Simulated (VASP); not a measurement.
# As (R-3m) in VASP: single point with LDA

Aim: the single point of As with LDA.

Everything below comes from runs of VASP 6.6.1. Logs are shortened: lines on timing, memory, paths and dates and some standing lists are left out, and cuts for length are marked.

### 1 The cell of the first run

It takes space group R-3m (No. 166, trigonal). Conventional cell: a = 3.763 Å, b = 3.763 Å, c = 10.059 Å, α = 90.00°, β = 90.00°, γ = 120.00°. As (site symmetry 3m) has 6 As at 2.51 to 3.02 Å within 3.3 Å.

### 2 Single point, LDA

INCAR reads:

```
ALGO     = Normal         # electronic algorithm
EDIFF    = 1E-6           # SCF threshold, eV
ENCUT    = 500            # plane-wave cutoff, eV
GGA      = CA             # functional
GGA_COMPAT= F            
ISIF     = 2              # what is computed and relaxed
ISMEAR   = -1             # smearing method
LASPH    = T              # aspherical terms in the spheres
LCHARG   = F              # write CHGCAR
LREAL    = F              # projectors in reciprocal space
LWAVE    = F              # write WAVECAR
NBANDS   = 12             # bands
NELM     = 120            # most SCF steps
PREC     = Accurate       # precision mode
SIGMA    = 0.02           # smearing width, eV
```

KPOINTS reads:

```
k-points
0
Gamma
  6 6 6
```

POSCAR reads:

```
As
1.0
    1.8814714606      1.0862682133      3.3528982171
   -1.8814714606      1.0862682133      3.3528982171
    0.0000000000     -2.1725359495      3.3528983717
As
2
Direct
    0.7708282805      0.7708282805      0.7708282805
    0.2291717195      0.2291717195      0.2291717195
```

Potentials or basis: VASP PAW LDA potentials, release 64 (As).

Started as:

```
$ cat potpaw_LDA.64/As/POTCAR > POTCAR
$ mpirun -np 1 vasp_std > vasp.out
```

OUTCAR:

```text
EDIFF = 1E-6
   ENCUT = 500
   GGA = CA
   ISIF = 2
   ISMEAR = -1
   LASPH = T
   LREAL = F
   NELM = 120
   PREC = Accurate

 ion  position               nearest neighbor table
   1  0.771  0.771  0.771-   2 2.51   2 2.51   2 2.51
   2  0.229  0.229  0.229-   1 2.51   1 2.51   1 2.51

  LATTYP: Found a trigonal (rhomboedric) cell.
 ALAT       =     3.9952271453
 COS(alpha) =     0.5564502752

  Lattice vectors:

 A1 = (   1.8814714606,   1.0862682133,   3.3528982171)
 A2 = (  -1.8814714606,   1.0862682133,   3.3528982171)
 A3 = (   0.0000000000,  -2.1725359495,   3.3528983717)

Analysis of symmetry for initial positions (statically):
=====================================================================
 Subroutine PRICEL returns:
 Original cell was already a primitive cell.

 Routine SETGRP: Setting up the symmetry group for a
 trigonal (rhombohedral) supercell.

 Subroutine GETGRP returns: Found 12 space group operations
 (whereof 12 operations were pure point group operations)
 out of a pool of 12 trial point group operations.

The static configuration has the point symmetry D_3d.

Analysis of symmetry for dynamics (positions and initial velocities):
=====================================================================
 Subroutine PRICEL returns:
 Original cell was already a primitive cell.

 Routine SETGRP: Setting up the symmetry group for a
 trigonal (rhombohedral) supercell.

 Subroutine GETGRP returns: Found 12 space group operations
 (whereof 12 operations were pure point group operations)
 out of a pool of 12 trial point group operations.

The dynamic configuration has the point symmetry D_3d.

 Subroutine INISYM returns: Found 12 space group operations
 (whereof 12 operations are pure point group operations),
 and found     1 'primitive' translations

----------------------------------------------------------------------------------------

                                     Primitive cell

  volume of cell :      41.1156

  direct lattice vectors                    reciprocal lattice vectors
     1.881471461  1.086268213  3.352898217     0.265749447  0.153430519  0.099416470
    -1.881471461  1.086268213  3.352898217    -0.265749447  0.153430519  0.099416470
     0.000000000 -2.172535949  3.352898372     0.000000000 -0.306861025  0.099416491

  length of vectors
     3.995227145  3.995227145  3.995227145     0.322563679  0.322563679  0.322563679

  position of ions in fractional coordinates (direct lattice)
     0.770828280  0.770828280  0.770828280
     0.229171720  0.229171720  0.229171720

  ion indices of the primitive-cell ions
   primitive index   ion index
                 1           1
                 2           2

----------------------------------------------------------------------------------------

 KPOINTS: k-points

Automatic generation of k-mesh.
 Grid dimensions read from file:
 generate k-points for:    6    6    6

 Generating k-lattice:

  Cartesian coordinates                     Fractional coordinates (reciprocal lattice)
     0.044291574  0.025571753  0.016569412     0.166666667 -0.000000000 -0.000000000
    -0.044291574  0.025571753  0.016569412    -0.000000000  0.166666667 -0.000000000
     0.000000000 -0.051143504  0.016569415     0.000000000  0.000000000  0.166666667

  Length of vectors
     0.053760613  0.053760613  0.053760613

  Shift w.r.t. Gamma in fractional coordinates (k-lattice)
     0.000000000  0.000000000  0.000000000

 Subroutine IBZKPT returns following result:
 ===========================================

 Found     32 irreducible k-points:

 Following reciprocal coordinates:
            Coordinates               Weight
  0.000000  0.000000  0.000000      1.000000
  0.166667 -0.000000 -0.000000      6.000000
  0.333333 -0.000000  0.000000      6.000000
  0.500000 -0.000000  0.000000      3.000000
  0.166667  0.166667 -0.000000      6.000000
  0.333333  0.166667 -0.000000     12.000000
[... 16 lines left out ...]
  0.500000  0.500000  0.166667      6.000000
 -0.333333  0.500000  0.166667     12.000000
 [... further k-points ...]
   k-points           NKPTS =     32   k-points in BZ     NKDIM =     32   number of bands    NBANDS=     12
   number of dos      NEDOS =    301   number of ions     NIONS =      2
   total plane-waves  NPLWV =  27000
   dimension x,y,z NGX =    30 NGY =   30 NGZ =   30
   dimension x,y,z NGXF=    60 NGYF=   60 NGZF=   60
   ions per type =               2
   NGX,Y,Z   is equivalent  to a cutoff of  12.48, 12.48, 12.48 a.u.
   NGXF,Y,Z  is equivalent  to a cutoff of  24.97, 24.97, 24.97 a.u.
 SYSTEM =  unknown system
   PREC   = accura    normal or accurate (medium, high low for compatibility)
   ISTART =      0    job   : 0-new  1-cont  2-samecut
   ICHARG =      2    charge: 1-file 2-atom 10-const
   ISPIN  =      1    spin polarized calculation?
   LNONCOLLINEAR =      F non collinear calculations
   LSORBIT =      F    spin-orbit coupling
   LASPH  =      T    aspherical Exc in radial PAW
   ENCUT  =  500.0 eV  36.75 Ry    6.06 a.u.   7.28  7.28  7.28*2*pi/ulx,y,z
   NELM   =    120;   NELMIN=  2; NELMDL= -5     # of ELM steps
   EDIFF  = 0.1E-05   stopping-criterion for ELM
   LREAL  =      F    real-space projection
   EDIFFG = 0.1E-04   stopping-criterion for IOM
   NSW    =      0    number of steps for IOM
   IBRION =     -1    ionic relax: 0-MD 1-quasi-New 2-CG
   NFREE  =      0    steps in history (QN), initial steepest desc. (CG)
   ISIF   =      2    stress and relaxation
   ISYM   =      2    0-nonsym 1-usesym 2-fastsym
   POTIM  = 0.5000    time-step for ionic-motion
   TEBEG  =    0.0;   TEEND  =   0.0 temperature during run
   PSTRESS=    0.0 pullay stress
   NELECT =      10.0000    total number of electrons
   NUPDOWN=      -1.0000    fix difference up-down
   EMIN   =  10.00;   EMAX   =-10.00  energy-range for DOS
   EFERMI =   0.00;   METHOD = LEGACY
   ISMEAR =    -1;   SIGMA  =   0.02  broadening in eV -4-tet -1-fermi 0-gaus
   EFERMI_NEDOS =   21; number of points for ismear=-14 and -15
   IALGO  =     38    algorithm
   IMIX   =      4    mixing-type and parameters
     AMIX     =   0.40;   BMIX     =  1.00
     AMIX_MAG =   1.60;   BMIX_MAG =  1.00
  volume/ion in A,a.u.               =      20.56       138.73
  Fermi-wavevector in a.u.,A,eV,Ry     =   1.021895  1.931101 14.208135  1.044268
  Thomas-Fermi vector in A             =   2.155544
   LORBIT       =      0    0 simple, 1 ext, 2 COOP (PROOUT), +10 PAW based schemes
   GGA     = CA    functional components
   LHFCALC =     F    Hartree Fock is set to
   AEXX    =    0.0000 exact exchange contribution
   IVDW    =     0    specifies the selected vdW correction
   LEPSILON=     F    determine dielectric tensor
   LRPA    =     F    only Hartree local field effects (RPA)
 non-spin polarized calculation
  energy-cutoff  :      500.00
  volume of cell :       41.12
 maximum number of plane-waves:      1064
 NGX is ok and might be reduce to    30
   NGX = 15   NGY = 15   NGZ = 15

 number of electron      10.0000000 magnetization

 Free energy of the ion-electron system (eV)
  ---------------------------------------------------
  ext. energy  EPLUGINS =         0.00000000
  ---------------------------------------------------
  free energy    TOTEN  =       -10.81957926 eV

  energy without entropy =      -10.81880904  energy(sigma->0) =      -10.81919415

 E-fermi :   5.9877     XC(G=0): -10.3728

 val. band max:        5.6382987126   @ k =   0.5000  -0.0000   0.0000
 cond. band min:       5.9876750971   @ k =   0.3333   0.1667   0.1667
 fundamental gap:      0.3493763844
 Fermi energy:         5.9876747706

 k-point     1 :       0.0000    0.0000    0.0000
  band No.  band energies     occupation
      1      -9.3874      2.00000
      2       0.3793      2.00000
      3       3.5400      2.00000
      4       3.7839      2.00000
      5       3.7839      2.00000
      6       7.9072      0.00000
      7       9.0218      0.00000
      8       9.0218      0.00000
      9      12.4601      0.00000
     10      12.4601      0.00000
     11      12.9463      0.00000
     12      14.5524      0.00000

 k-point     2 :       0.1667   -0.0000   -0.0000
  band No.  band energies     occupation
      1      -9.0075      2.00000
      2      -1.0272      2.00000
      3       3.4591      2.00000
      4       3.6056      2.00000
      5       4.2072      2.00000
      6       7.8746      0.00000
      7       8.3768      0.00000
      8       8.4630      0.00000
      9      11.5212      0.00000
     10      12.3245      0.00000
     11      12.6330      0.00000
     12      16.6642      0.00000

 k-point     3 :       0.3333   -0.0000    0.0000
  band No.  band energies     occupation
      1      -7.8953      2.00000
      2      -3.5347      2.00000
      3       3.3300      2.00000
      4       3.3735      2.00000
      5       4.8668      2.00000
      6       6.6634      0.00000
      7       6.9961      0.00000
      8       7.3708      0.00000
      9      12.9203      0.00000
     10      13.8686      0.00000
     11      14.7297      0.00000
     12      18.7163      0.00000
[... 286 lines left out ...]
 k-point    23 :       0.5000    0.5000    0.1667
  band No.  band energies     occupation
      1      -6.9238      2.00000
      2      -3.5870      2.00000
      3      -0.3604      2.00000
      4       1.9285      2.00000
      5       2.5764      2.00000
      6       8.2248      0.00000
      7      10.3865      0.00000
      8      11.9412      0.00000
      9      12.4927      0.00000
     10      17.0874      0.00000
     11      17.6823      0.00000
     12      18.0737      0.00000

 k-point    24 :      -0.3333    0.5000    0.1667
  band No.  band energies     occupation
      1      -6.1535      2.00000
      2      -4.3718      2.00000
      3      -0.4697      2.00000
      4       0.5920      2.00000
      5       3.7205      2.00000
      6       8.2054      0.00000
      7       9.8024      0.00000
      8      12.7134      0.00000
      9      12.7665      0.00000
     10      14.6763      0.00000
     11      18.1256      0.00000
     12      19.3163      0.00000

 [... further k-points ...]
[... 5 lines left out ...]
  --------------------------------------------------------------------------------------
  -------------------------------------------------------------------------------------
  Total        0.1118171      0.1118171      0.0946208      0.0000000     -0.0000000      0.0000000
  in kB        4.3572516      4.3572516      3.6871503      0.0000000     -0.0000000      0.0000000
  external PRESSURE =       4.1338845 kB  Pullay stress =       0.0000000 kB

 VOLUME and BASIS-vectors are now :
 -----------------------------------------------------------------------------
  energy-cutoff  :      500.00
  volume of cell :       41.12
      direct lattice vectors                 reciprocal lattice vectors
     1.881471461  1.086268213  3.352898217     0.265749447  0.153430519  0.099416470
    -1.881471461  1.086268213  3.352898217    -0.265749447  0.153430519  0.099416470
     0.000000000 -2.172535949  3.352898372     0.000000000 -0.306861025  0.099416491

 POSITION                                       TOTAL-FORCE (eV/Angst)
 -----------------------------------------------------------------------------------
      0.00000      0.00000      7.75353         0.000000     -0.000000     -0.059373
      0.00000      0.00000      2.30517         0.000000      0.000000      0.059373
 -----------------------------------------------------------------------------------
    total drift:                               -0.000000      0.000000      0.000000

  FREE ENERGIE OF THE ION-ELECTRON SYSTEM (eV)
  ---------------------------------------------------
  free  energy   TOTEN  =       -10.8195792593 eV

  energy  without entropy=      -10.8188090375  energy(sigma->0) =      -10.81919415
```

Wall time 5.7 s (1 thread of Intel Xeon 6975P-C (Granite Rapids), shared host); peak memory 0.14 GiB.

What came out:

```
Free energy            : -10.8196 eV
Pressure               : 0.4 GPa
Largest force          : 0.059 eV/Å
Band gap on the k mesh : zero (band 5 reaches 5.99 eV, above the bottom of band 6 at 5.64 eV)
```

Forces in eV/Å, atoms in the order of the input:
```
As   0.000  0.000 -0.059
As   0.000  0.000  0.059
```
